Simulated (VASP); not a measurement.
# Ge (P6_3/mmc) in VASP: further runs, part 2 of 2

VASP 6.6.1. The steps go on from the part before.

## Step 3: Single point, PBE

This run uses another cell than the first one, of 23.86 Å³/atom.

INCAR reads:

```
SYSTEM = Ge
PREC = Accurate ; ENCUT = 520
EDIFF = 1E-6 ; ISMEAR = 0
SIGMA = 0.1 ; LREAL = .FALSE.
LASPH = .TRUE. ; NELM = 60
ALGO = Normal ; ISIF = 2
LWAVE = .FALSE. ; LCHARG = .TRUE.
GGA = PE ; LELF = .TRUE.
LVHAR = .TRUE. ; ISYM = 0
NBANDS = 36
```

KPOINTS reads:

```
regular mesh
0
G
  9 5 11
  0 0 0
```

POSCAR reads:

```
Ge
1.0
    4.0581567082      0.0000000000      0.0000000000
   -2.0290783541      7.5591937725      0.0000000000
    2.0290783541      1.6339674935      3.1115313161
Ge
4
Direct
    0.6038754860      0.9372088193      0.7294578474
    0.7705421526      0.4372088193      0.8961245140
    0.2294578474      0.5627911807      0.1038754860
    0.3961245140      0.0627911807      0.2705421526
```

Potentials or basis: VASP PAW PBE potentials, release 64 (Ge_d).

The run is started by

```console
$ cat potpaw_PBE.64/Ge_d/POTCAR > POTCAR
$ mpirun -np 1 vasp_std > vasp.out
```

OUTCAR:

```text
SYSTEM = Ge
   PREC = Accurate
   ENCUT = 520
   EDIFF = 1E-6
   ISMEAR = 0
   LREAL = .FALSE.
   LASPH = .TRUE.
   NELM = 60
   ISIF = 2
   GGA = PE
   ISYM = 0

 ion  position               nearest neighbor table
   1  0.604  0.937  0.729-   4 2.49   4 2.49   4 2.49   3 2.51
   2  0.771  0.437  0.896-   3 2.49   3 2.49   3 2.49   4 2.51
   3  0.229  0.563  0.104-   2 2.49   2 2.49   2 2.49   1 2.51
   4  0.396  0.063  0.271-   1 2.49   1 2.49   1 2.49   2 2.51

IMPORTANT INFORMATION: All symmetrisations will be switched off!
NOSYMM: (Re-)initialisation of all symmetry stuff for point group C_1.

----------------------------------------------------------------------------------------

                                     Primitive cell

  volume of cell :      95.4506

  direct lattice vectors                    reciprocal lattice vectors
     4.058156708  0.000000000  0.000000000     0.246417295  0.066144620 -0.195427298
    -2.029078354  7.559193772  0.000000000     0.000000000  0.132289240 -0.069469434
     2.029078354  1.633967493  3.111531316     0.000000000  0.000000000  0.321385163

  length of vectors
     4.058156708  7.826785385  4.058156708     0.321385163  0.149420364  0.321385163

  position of ions in fractional coordinates (direct lattice)
[... 158 lines left out ...]
 fundamental gap:      0.1769874537
 Fermi energy:         4.4979551954

 k-point     1 :       0.0000    0.0000    0.0000
  band No.  band energies     occupation
      1     -20.2878      2.00000
      2     -20.2878      2.00000
      3     -20.2543      2.00000
      4     -20.2542      2.00000
      5     -20.2542      2.00000
      6     -20.2417      2.00000
[... 925 lines left out ...]
     35       9.2956      0.00000
     36      11.1007      0.00000

 [... further k-points ...]

------------------------ aborting loop because EDIFF is reached ----------------------------------------

  FORCE on cell =-STRESS in cart. coord.  units (eV):
  Direction    XX          YY          ZZ          XY          YZ          ZX
  --------------------------------------------------------------------------------------
  -------------------------------------------------------------------------------------
  Total       -0.0024803     -0.0215139     -0.0169108      0.0002186      0.0037668      0.0010318
  in kB       -0.0416324     -0.3611205     -0.2838552      0.0036693      0.0632267      0.0173192
  external PRESSURE =      -0.2288693 kB  Pullay stress =       0.0000000 kB

 VOLUME and BASIS-vectors are now :
 -----------------------------------------------------------------------------
  energy-cutoff  :      520.00
  volume of cell :       95.45
      direct lattice vectors                 reciprocal lattice vectors
     4.058156708  0.000000000  0.000000000     0.246417295  0.066144620 -0.195427298
    -2.029078354  7.559193772  0.000000000     0.000000000  0.132289240 -0.069469434
     2.029078354  1.633967493  3.111531316     0.000000000  0.000000000  0.321385163

 POSITION                                       TOTAL-FORCE (eV/Angst)
 -----------------------------------------------------------------------------------
      2.02908      8.27645      2.26973        -0.000762      0.001561      0.000026
      4.05816      4.76918      2.78832         0.000333      0.001051     -0.001494
      0.00000      4.42398      0.32321        -0.000334     -0.000970      0.001453
      2.02908      0.91671      0.84180         0.000763     -0.001642      0.000014
 -----------------------------------------------------------------------------------
    total drift:                                0.000003     -0.000027      0.000014

  FREE ENERGIE OF THE ION-ELECTRON SYSTEM (eV)
  ---------------------------------------------------
  free  energy   TOTEN  =       -18.0013857548 eV

  energy  without entropy=      -18.0005006014  energy(sigma->0) =      -18.00094318
```

Run time: 6.1 min. Hardware: 1 thread of Intel Xeon 6975P-C (Granite Rapids), shared host; peak memory 0.65 GiB.

Results:

```yaml
Free_energy: -18.0014 eV
Pressure: 0.0 GPa
Band_gap_on_the_k_mesh: 0.05 eV
```

Caveat: the smearing spreads over this small gap; semilocal functionals underestimate gaps, and a narrow one can read as zero. A k mesh can miss the band edges.

## Step 4: Single point, PBE (strained)

INCAR reads:

```
PREC = Accurate ; ENCUT = 520
EDIFF = 1E-7 ; ISMEAR = 0
SIGMA = 0.1 ; LREAL = F
LASPH = T ; NELM = 60
ALGO = Normal ; ISIF = 2
LWAVE = F ; LCHARG = F
GGA = PE ; NBANDS = 36
```

KPOINTS reads:

```
Automatic mesh
0
Gamma
  12 12 6
```

POSCAR reads:

```
Ge
1.0
    4.1188326217      0.0000000000      0.0000000000
   -2.0594163109      3.5670136844      0.0000000000
    0.0000000000      0.0000000000      6.7005464140
Ge
4
Direct
    0.6666666700      0.3333333300      0.0583553670
    0.3333333300      0.6666666700      0.5583553670
    0.6666666700      0.3333333300      0.4416446330
    0.3333333300      0.6666666700      0.9416446330
```

The run is started by

```console
$ cat potpaw_PBE.64/Ge_d/POTCAR > POTCAR
$ mpirun -np 1 vasp_std > vasp.out
```

Run time: 2.7 min. Hardware: 1 thread of Intel Xeon Platinum 8259CL at 2.50GHz (Skylake/Cascade Lake), shared host; peak memory 0.32 GiB.

The run converged. Its results:

| Quantity | Value |
| --- | --- |
| Free energy | -17.9618 eV |
| Pressure | -1.7 GPa |
| Largest force | 0.410 eV/Å |
| Band gap on the k mesh | zero (bands 28 and 29 overlap by 0.21 eV) |

Forces on the atoms (eV/Å):
```
Ge   0.000  0.000  0.410
Ge   0.000  0.000  0.410
Ge   0.000  0.000 -0.410
Ge   0.000  0.000 -0.410
```

Stress tensor (GPa, compression positive):
```
-1.62  0.00  0.00
 0.00 -1.62  0.00
 0.00  0.00 -1.72
```

Levels at points of the mesh, in eV from the Fermi level:
```
           k point  band 25  band 26  band 27  band 28  band 29  band 30  band 31  band 32
(0.00, 0.00, 0.00)    -1.44    -0.62    -0.54    -0.02    -0.02     0.19     2.30     2.30
(0.50, 0.00, 0.00)    -4.07    -2.88    -2.37    -1.42     0.50     1.47     3.86     3.90
(0.00, 0.00, 0.50)    -0.87    -0.87    -0.87    -0.87     0.24     0.24     3.28     3.28
(0.50, 0.00, 0.50)    -2.28    -2.28    -2.18    -2.18     0.58     0.58     2.11     2.11
```

Caveat: the cell differs from its parent crystal (strained); semilocal functionals underestimate gaps, and a narrow one can read as zero.

## Step 5: Relaxation of shape and atoms at fixed volume, PBE (23.15 Å³/atom)

This run uses another cell than the first one, of 23.15 Å³/atom.

INCAR reads:

```
ALGO = Normal ; EDIFF = 1E-7
EDIFFG = -0.01 ; ENCUT = 600
GGA = PE ; IBRION = 2
ISIF = 4 ; ISMEAR = 0
LASPH = T ; LCHARG = F
LREAL = F ; LWAVE = F
NELM = 80 ; NSW = 50
PREC = Accurate ; SIGMA = 0.1
```

KPOINTS reads:

```
k-points
0
Gamma
  12 12 6
```

POSCAR reads:

```
Ge
1.0
    4.0171624223      0.0000000000      0.0000000000
   -2.0085812112      3.4789647089      0.0000000000
    0.0000000000      0.0000000000      6.6249222780
Ge
4
Direct
    0.6666666667      0.3333333333      0.0627911808
    0.3333333333      0.6666666667      0.5627911808
    0.6666666667      0.3333333333      0.4372088192
    0.3333333333      0.6666666667      0.9372088192
```

The run is started by

```console
$ cat potpaw_PBE.64/Ge_d/POTCAR > POTCAR
$ mpirun -np 1 vasp_std > vasp.out
```

It took 3.2 min on 1 thread of Intel Xeon 6975P-C (Granite Rapids), shared host; peak memory 0.37 GiB.

Results (log left out):

```
Free energy               : -17.9861 eV
Energy gained by relaxing : 0.0 meV/atom
Ionic steps               : 2
Pressure after relaxing   : 1.9 GPa
Band gap on the k mesh    : 0.02 eV (least direct gap 0.03 eV)
```

Final structure:
```cif
data_structure
_symmetry_space_group_name_H-M 'P 1'
_symmetry_Int_Tables_number 1
_cell_length_a 4.0169
_cell_length_b 4.0169
_cell_length_c 6.6258
_cell_angle_alpha 90.000
_cell_angle_beta 90.000
_cell_angle_gamma 120.000
_cell_volume 92.59
loop_
_atom_site_label
_atom_site_type_symbol
_atom_site_fract_x
_atom_site_fract_y
_atom_site_fract_z
_atom_site_occupancy
Ge1 Ge 0.66667 0.33333 0.06287 1
Ge2 Ge 0.33333 0.66667 0.56287 1
Ge3 Ge 0.66667 0.33333 0.43713 1
Ge4 Ge 0.33333 0.66667 0.93713 1
```

Levels at points of the mesh, in eV from the valence-band top:
| k point | band 26 | band 27 | band 28 | band 29 | band 30 | band 31 |
| --- | --- | --- | --- | --- | --- | --- |
| (0.00, 0.00, 0.00) | -0.11 | -0.08 | -0.07 | 0.16 | 0.16 | 2.31 |
| (0.50, 0.00, 0.00) | -2.97 | -2.71 | -1.38 | 0.60 | 1.66 | 3.62 |
| (0.00, 0.00, 0.50) | -0.80 | -0.80 | -0.80 | 0.69 | 0.69 | 3.40 |
| (0.50, 0.00, 0.50) | -2.46 | -2.33 | -2.33 | 0.58 | 0.58 | 2.18 |

Caveat: the smearing spreads over this small gap; semilocal functionals underestimate gaps, and a narrow one can read as zero. A k mesh can miss the band edges.

## Step 6: Relaxation of shape and atoms at fixed volume, PBE (24.58 Å³/atom)

This run uses another cell than the first one, of 24.58 Å³/atom.

INCAR reads:

```
  ALGO = Normal
  EDIFF = 1E-7
  EDIFFG = -0.01
  ENCUT = 600
  GGA = PE
  IBRION = 2
  ISIF = 4
  ISMEAR = 0
  LASPH = T
  LCHARG = F
  LREAL = F
  LWAVE = F
  NELM = 100
  NSW = 50
  PREC = Accurate
  SIGMA = 0.1
```

KPOINTS is that of step 5.

POSCAR reads:

```
Ge
1.0
    4.0983390896      0.0000000000      0.0000000000
   -2.0491695448      3.5492657649      0.0000000000
    0.0000000000      0.0000000000      6.7587951602
Ge
4
Direct
    0.6666666667      0.3333333333      0.0627911808
    0.3333333333      0.6666666667      0.5627911808
    0.6666666667      0.3333333333      0.4372088192
    0.3333333333      0.6666666667      0.9372088192
```

Potentials or basis: VASP PAW PBE potentials, release 64 (Ge_d).

The run is started by

```console
$ cat potpaw_PBE.64/Ge_d/POTCAR > POTCAR
$ mpirun -np 1 vasp_std > vasp.out
```

Wall time 3.2 min (1 thread of Intel Xeon 6975P-C (Granite Rapids), shared host); peak memory 0.39 GiB.

The run converged. Its results:

```
Free energy               : -17.9880 eV
Energy gained by relaxing : 0.0 meV/atom
Ionic steps               : 2
Pressure after relaxing   : -1.7 GPa
Band gap on the k mesh    : zero (bands 28 and 29 overlap by 0.01 eV)
```

Final structure:
```cif
data_structure
_symmetry_space_group_name_H-M 'P 1'
_symmetry_Int_Tables_number 1
_cell_length_a 4.0983
_cell_length_b 4.0983
_cell_length_c 6.7590
_cell_angle_alpha 90.000
_cell_angle_beta 90.000
_cell_angle_gamma 120.000
_cell_volume 98.31
loop_
_atom_site_label
_atom_site_type_symbol
_atom_site_fract_x
_atom_site_fract_y
_atom_site_fract_z
_atom_site_occupancy
Ge1 Ge 0.66667 0.33333 0.06271 1
Ge2 Ge 0.33333 0.66667 0.56271 1
Ge3 Ge 0.66667 0.33333 0.43729 1
Ge4 Ge 0.33333 0.66667 0.93729 1
```

Levels at points of the mesh, in eV from the Fermi level:
```tsv
k point	band 26	band 27	band 28	band 29	band 30	band 31
(0.00, 0.00, 0.00)	-0.66	-0.26	-0.13	0.10	0.10	2.27
(0.50, 0.00, 0.00)	-2.81	-2.53	-1.33	0.61	1.44	3.58
(0.00, 0.00, 0.50)	-0.79	-0.79	-0.79	0.46	0.46	3.31
(0.50, 0.00, 0.50)	-2.35	-2.21	-2.21	0.49	0.49	2.18
```

Caveat: semilocal functionals underestimate gaps, and a narrow one can read as zero.

## Step 7: Overview

| task | cell | k mesh | cutoff (eV) | gap on the mesh (eV) | pressure (GPa) |
| --- | --- | --- | --- | --- | --- |
| single point | a = 4.139, b = 4.139, c = 6.821 Å, angles 90.0, 90.0, 120.0°, 4 atoms, atomic positions A | 12 × 12 × 6 | 520 | none | -3.1 |
| single point | a = 4.058, b = 7.827 Å, angles 75.0, 60.0, 105.0°, 4 atoms, atomic positions B | 9 × 5 × 11 | 520 | 0.05 | 0.0 |
| single point | a = 4.119, b = 4.119, c = 6.701 Å, angles 90.0, 90.0, 120.0°, 4 atoms, atomic positions C | 12 × 12 × 6 | 520 | none | -1.7 |
| relaxation of shape and atoms at fixed volume | relaxed from a = 4.017, b = 4.017, c = 6.625 Å, angles 90.0, 90.0, 120.0°, 4 atoms, atomic positions D | 12 × 12 × 6 | 600 | 0.02 | 1.9 |
| relaxation of shape and atoms at fixed volume | relaxed from a = 4.098, b = 4.098, c = 6.759 Å, angles 90.0, 90.0, 120.0°, 4 atoms, atomic positions D | 12 × 12 × 6 | 600 | none | -1.7 |

Alike in all rows: level PBE; potentials or basis VASP PAW PBE potentials, release 64 (Ge_d); no spin polarisation; smearing gaussian 0.1 eV.

Caveats: semilocal functionals underestimate gaps, and a narrow one can read as zero; the smearing spreads over this small gap (at least some runs); the cell stands under tension (at least some runs).

Absolute energies hang on the potentials; compare differences alone.

The gap in the log of VASP goes by the Fermi energy; the results here count the filled bands.